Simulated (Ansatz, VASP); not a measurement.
# Two plane-wave programs on AlN

The input INCAR:

```
SYSTEM = AlN
PREC = Accurate
ENCUT = 520
EDIFF = 1E-7
ISMEAR = 0
SIGMA = 0.05
LREAL = .FALSE.
LASPH = .TRUE.
NELM = 100
ALGO = Normal
ISIF = 2
LWAVE = .FALSE.
LCHARG = .FALSE.
GGA = PE
NBANDS = 16
```

KPOINTS

```
regular mesh
0
G
  9 9 6
  0 0 0
```

The input POSCAR:

```
AlN
1.0
    3.3134793407      0.0000000000      0.0000000000
   -1.6567396703      2.8695572839      0.0000000000
    0.0000000000      0.0000000000      4.1875902417
Al N
2 2
Direct
    0.3357213505      0.6714427011      0.7729095315
    0.6690546839      0.3381093678      0.2729095315
    0.3287333206      0.6574666412      0.2058696077
    0.6620666539      0.3241333079      0.7058696077
```

Input for Ansatz:

```yaml
crystal:
  lattice:
    - [3.3134793407, 0.0, 0.0]
    - [-1.6567396703, 2.8695572839, 0.0]
    - [0.0, 0.0, 4.1875902417]
  atoms:
    - { symbol: Al, position: [0.3357213505, 0.6714427011, 0.7729095315] }
    - { symbol: Al, position: [0.6690546839, 0.3381093678, 0.2729095315] }
    - { symbol: "N", position: [0.3287333206, 0.6574666412, 0.2058696077] }
    - { symbol: "N", position: [0.6620666539, 0.3241333079, 0.7058696077] }
basis:
  ecutwfc: 520.0
kpoints:
  mp_grid: { grid: [9, 9, 6] }
hamiltonian:
  xc: pbe
  pseudopotentials: { kind: paw, azcp: { folder: soft_1 } }
scf:
  occupations: { method: gaussian, width: 0.05 }
output:
  forces: true
  stress: true
  eigenvalues: true
```

Change from the starting cell: mode 4 frozen in at -0.185 Å and mode 10 at -0.026 Å (largest displacements).

Alike in both runs: task single point; functional PBE; k mesh 9 × 9 × 6; occupations gaussian, width 0.05 eV; no spin polarisation.

```csv
,VASP,Ansatz
version,VASP 6.6.1,Ansatz 0.2.0
potentials or method,"VASP PAW PBE potentials, release 64 (Al, N), cutoff 520 eV","scalar-relativistic, plane waves, PAW"
valence electrons in the cell,16,16
```

|  | VASP | Ansatz | Ansatz less VASP |
| --- | --- | --- | --- |
| gap on the k mesh at the Fermi level (eV) | 3.59 | 3.58 | -0.009 |
| least direct gap on the mesh (eV) | 3.59 | 3.58 | -0.009 |
| pressure (GPa) | 7.5 | 7.7 | +0.16 |
| traceless stress, the component that is largest in VASP (GPa) | 23.61 | 23.41 | -0.201 |
| rms of the force components (eV/Å) | 0.922 | 0.919 | -0.0030 |

Atom by atom the forces differ by 0.003 eV/Å (rms over components).
